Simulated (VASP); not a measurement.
# Ta in VASP: single point with PBE

Aim: the single point of Ta with PBE.

Program: VASP 6.6.1. These are calculated values, not measurements. Logs are shortened: lines on timing, memory, paths and dates and some standing lists are left out, and cuts for length are marked.

### 1 The cell of the first run

The cell holds a slab with vacuum, 4 atoms: a = 2.874 Å, b = 2.874 Å, c = 32.613 Å, α = 90.00°, β = 90.00°, γ = 109.47°.

### 2 Single point, PBE

File INCAR:

```
PREC = Accurate
ENCUT = 400
EDIFF = 1E-6
ISMEAR = 1
SIGMA = 0.1
LREAL = False
LASPH = True
NELM = 120
ALGO = Normal
ISIF = 2
LWAVE = False
LCHARG = True
LDIPOL = True
IDIPOL = 3
DIPOL = 0.5 0.5 0.289
GGA = PE
LELF = True
LVHAR = True
LVACPOTAV = True
NBANDS = 30
GGA_COMPAT = False
NELMDL = -8
```

File KPOINTS:

```
regular mesh
0
Gamma
  12 12 1
```

File POSCAR:

```
Ta
1.0
    2.8742890897      0.0000000043      0.0000000000
   -0.9580963254      2.7099057553      0.0000000000
    0.0000000000      0.0000000000     32.6133675459
Ta
4
Direct
    0.0000000000      0.0000000000      0.1839736418
    0.4992234397      0.5007765603      0.2527610176
   -0.0018926754      0.0018926754      0.3244123966
    0.4975586904      0.5024413096      0.3963029514
```

Potentials or basis: VASP PAW PBE potentials, release 64 (Ta_pv).

Command:

```console
$ cat potpaw_PBE.64/Ta_pv/POTCAR > POTCAR
$ mpirun -np 1 vasp_std > vasp.out
```

OUTCAR:

```text
PREC = Accurate
   ENCUT = 400
   EDIFF = 1E-6
   ISMEAR = 1
   LREAL = False
   LASPH = True
   NELM = 120
   ISIF = 2
   GGA = PE
   NELMDL = -8

 ion  position               nearest neighbor table
   1  0.000  0.000  0.184-   2 2.79   2 2.79   2 3.24   2 3.25
   2  0.499  0.501  0.253-   1 2.79   1 2.79   3 2.87   3 2.87   1 3.24   1 3.25   3 3.31   3 3.32

   3  0.998  0.002  0.324-   2 2.87   2 2.87   4 2.87   4 2.87   2 3.31   4 3.32   2 3.32   4 3.32

   4  0.498  0.502  0.396-   3 2.87   3 2.87   3 3.32   3 3.32

  LATTYP: Found a base centered orthorhombic cell.
 ALAT       =     3.3189431956
 B/A-ratio  =     1.4142135392
 C/A-ratio  =     9.8264313739

  Lattice vectors:

 A1 = (   2.8742890897,   0.0000000043,   0.0000000000)
 A2 = (  -0.9580963254,   2.7099057553,   0.0000000000)
 A3 = (   0.0000000000,   0.0000000000,  32.6133675459)

Analysis of symmetry for initial positions (statically):
=====================================================================
 Subroutine PRICEL returns:
 Original cell was already a primitive cell.

 Routine SETGRP: Setting up the symmetry group for a
 base centered orthorhombic supercell.

 Subroutine GETGRP returns: Found  2 space group operations
 (whereof  2 operations were pure point group operations)
 out of a pool of  8 trial point group operations.

The static configuration has the point symmetry C_1h.

Analysis of symmetry for dynamics (positions and initial velocities):
=====================================================================
 Subroutine PRICEL returns:
 Original cell was already a primitive cell.

 Routine SETGRP: Setting up the symmetry group for a
 base centered orthorhombic supercell.

 Subroutine GETGRP returns: Found  2 space group operations
 (whereof  2 operations were pure point group operations)
 out of a pool of  8 trial point group operations.

The dynamic configuration has the point symmetry C_1h.

 Subroutine INISYM returns: Found  2 space group operations
 (whereof  2 operations are pure point group operations),
 and found     1 'primitive' translations

----------------------------------------------------------------------------------------

                                     Primitive cell

  volume of cell :     254.0272

  direct lattice vectors                    reciprocal lattice vectors
     2.874289090  0.000000004  0.000000000     0.347912116  0.123005503  0.000000000
    -0.958096325  2.709905755  0.000000000    -0.000000001  0.369016523  0.000000000
     0.000000000  0.000000000 32.613367546     0.000000000  0.000000000  0.030662274

  length of vectors
[... 95 lines left out ...]
   TEBEG  =    0.0;   TEEND  =   0.0 temperature during run
   PSTRESS=    0.0 pullay stress
   NELECT =      44.0000    total number of electrons
   NUPDOWN=      -1.0000    fix difference up-down
   EMIN   =  10.00;   EMAX   =-10.00  energy-range for DOS
   EFERMI =   0.00;   METHOD = LEGACY
   ISMEAR =     1;   SIGMA  =   0.10  broadening in eV -4-tet -1-fermi 0-gaus
   EFERMI_NEDOS =   21; number of points for ismear=-14 and -15
   IALGO  =     38    algorithm
   IMIX   =      4    mixing-type and parameters
     AMIX     =   0.40;   BMIX     =  1.00
     AMIX_MAG =   1.60;   BMIX_MAG =  1.00
  volume/ion in A,a.u.               =      63.51       428.57
  Fermi-wavevector in a.u.,A,eV,Ry     =   0.912569  1.724505 11.330685  0.832782
  Thomas-Fermi vector in A             =   2.036980
   LORBIT       =      0    0 simple, 1 ext, 2 COOP (PROOUT), +10 PAW based schemes
   GGA     = PE    functional components
   LHFCALC =     F    Hartree Fock is set to
   AEXX    =    0.0000 exact exchange contribution
   IVDW    =     0    specifies the selected vdW correction
   LEPSILON=     F    determine dielectric tensor
   LRPA    =     F    only Hartree local field effects (RPA)
 non-spin polarized calculation
 Methfessel and Paxton  Order N= 1 SIGMA  =   0.10
  energy-cutoff  :      400.00
  volume of cell :      254.03
 maximum number of plane-waves:      4666
   NGX =  9   NGY =  9   NGZ =107

 dipolmoment           0.000000      0.000000     -0.003549 electrons x Angstroem

 number of electron      44.0000011 magnetization

 dipolmoment           0.000000      0.000000      0.002670 electrons x Angstroem

 Free energy of the ion-electron system (eV)
  ---------------------------------------------------
  ext. energy  EPLUGINS =         0.00000000
  ---------------------------------------------------
  free energy    TOTEN  =       -44.92708379 eV

  energy without entropy =      -44.92606272  energy(sigma->0) =      -44.92674343

 E-fermi :  -1.7506     XC(G=0):  -4.2900

 val. band max:       -1.7521773625   @ k =   0.4167   0.2500   0.0000
 cond. band min:      -1.7432310784   @ k =  -0.2500   0.1667   0.0000
 fundamental gap:      0.0089462841
 Fermi energy:        -1.7506101631

 k-point     1 :       0.0000    0.0000    0.0000
  band No.  band energies     occupation
      1     -36.1612      2.00000
      2     -36.0425      2.00000
      3     -35.5439      2.00000
      4     -35.5065      2.00000
      5     -35.4689      2.00000
      6     -35.2912      2.00000
[... 781 lines left out ...]
     29       1.9024      0.00000
     30       2.3621      0.00000

 [... further k-points ...]

------------------------ aborting loop because EDIFF is reached ----------------------------------------

  FORCE on cell =-STRESS in cart. coord.  units (eV):
  Direction    XX          YY          ZZ          XY          YZ          ZX
  --------------------------------------------------------------------------------------
  -------------------------------------------------------------------------------------
  Total       -3.0326551     -2.8651939     -1.5817048      0.2368260     -0.0223471      0.0316036
  in kB      -19.1272851    -18.0710886     -9.9759837      1.4936873     -0.1409457      0.1993274
  external PRESSURE =     -15.7247858 kB  Pullay stress =       0.0000000 kB

 VOLUME and BASIS-vectors are now :
 -----------------------------------------------------------------------------
  energy-cutoff  :      400.00
  volume of cell :      254.03
      direct lattice vectors                 reciprocal lattice vectors
     2.874289090  0.000000004  0.000000000     0.347912116  0.123005503  0.000000000
    -0.958096325  2.709905755  0.000000000    -0.000000001  0.369016523  0.000000000
     0.000000000  0.000000000 32.613367546     0.000000000  0.000000000  0.030662274

 POSITION                                       TOTAL-FORCE (eV/Angst)
 -----------------------------------------------------------------------------------
      0.00000      0.00000      6.00000        -0.005230      0.003698      0.033983
      0.95512      1.35706      8.24339        -0.000863      0.000610      0.039463
      2.86704      0.00513     10.58018         0.003341     -0.002363      0.476745
      0.94874      1.36157     12.92477         0.002752     -0.001946     -0.550191
 -----------------------------------------------------------------------------------
    total drift:                                0.000534     -0.000378     -0.000116

  FREE ENERGIE OF THE ION-ELECTRON SYSTEM (eV)
  ---------------------------------------------------
  free  energy   TOTEN  =       -44.9270837876 eV

  energy  without entropy=      -44.9260627231  energy(sigma->0) =      -44.92674343

 vacuum level on the upper side and lower side of the slab         3.096         3.034
```

OSZICAR:

```text
N       E                     dE             d eps       ncg     rms          rms(c)
DAV:   1     0.260595279482E+03    0.26060E+03   -0.22608E+04  3468   0.101E+03
DAV:   2    -0.364576394133E+02   -0.29705E+03   -0.29181E+03  3296   0.289E+02
DAV:   3    -0.481750245690E+02   -0.11717E+02   -0.11319E+02  3056   0.519E+01
[... 25 lines left out ...]
DAV:  29    -0.449270739906E+02   -0.86568E-05   -0.95368E-07  1920   0.346E-03    0.786E-04
DAV:  30    -0.449270776051E+02   -0.36144E-05   -0.27148E-07  1880   0.254E-03    0.648E-04
DAV:  31    -0.449270805882E+02   -0.29832E-05   -0.25837E-07  1754   0.249E-03    0.754E-04
DAV:  32    -0.449270829559E+02   -0.23677E-05   -0.19479E-07  1760   0.166E-03    0.434E-04
DAV:  33    -0.449270837876E+02   -0.83163E-06   -0.22717E-08  1584   0.684E-04
   1 F= -.44927084E+02 E0= -.44926743E+02  d E =-.102106E-02
```

stdout:

```text
POSCAR found type information on POSCAR Ta
 POSCAR found :  1 types and       4 ions
 scaLAPACK will be used
 LDA part: xc-table for (Slater+PW92), standard interpolation
 POSCAR, INCAR and KPOINTS ok, starting setup
 FFT: planning ... GRIDC
 FFT: planning ... GRID_SOFT
 FFT: planning ... GRID
 WAVECAR not read
 entering main loop
 -----------------------------------------------------------------------------
|                                                                             |
|           W    W    AA    RRRRR   N    N  II  N    N   GGGG   !!!           |
|           W    W   A  A   R    R  NN   N  II  NN   N  G    G  !!!           |
|           W    W  A    A  R    R  N N  N  II  N N  N  G       !!!           |
|           W WW W  AAAAAA  RRRRR   N  N N  II  N  N N  G  GGG   !            |
|           WW  WW  A    A  R   R   N   NN  II  N   NN  G    G                |
|           W    W  A    A  R    R  N    N  II  N    N   GGGG   !!!           |
|                                                                             |
|     Did not find any points to average over, which means that no vacuum     |
|     field-free region was found. Please increase the size of  your cell     |
|     in the dimension of the dipole correction to obtain accurate            |
|     workfunction values.                                                    |
|                                                                             |
 -----------------------------------------------------------------------------
```

Wall time 13 min (1 thread of Intel Xeon 8259CL, shared host); peak memory 0.37 GiB.

What came out:

- Free energy: -44.9271 eV
- Largest force: 0.550 eV/Å
- Band gap on the k mesh: zero (bands 22 and 23 overlap by 1.97 eV)

Forces in eV/Å, atoms in the order of the input:
```
Ta  -0.005  0.004  0.034
Ta  -0.001  0.001  0.039
Ta   0.003 -0.002  0.477
Ta   0.003 -0.002 -0.550
```

Caveat: spin-orbit coupling is left out, which moves the levels of the heavy elements.
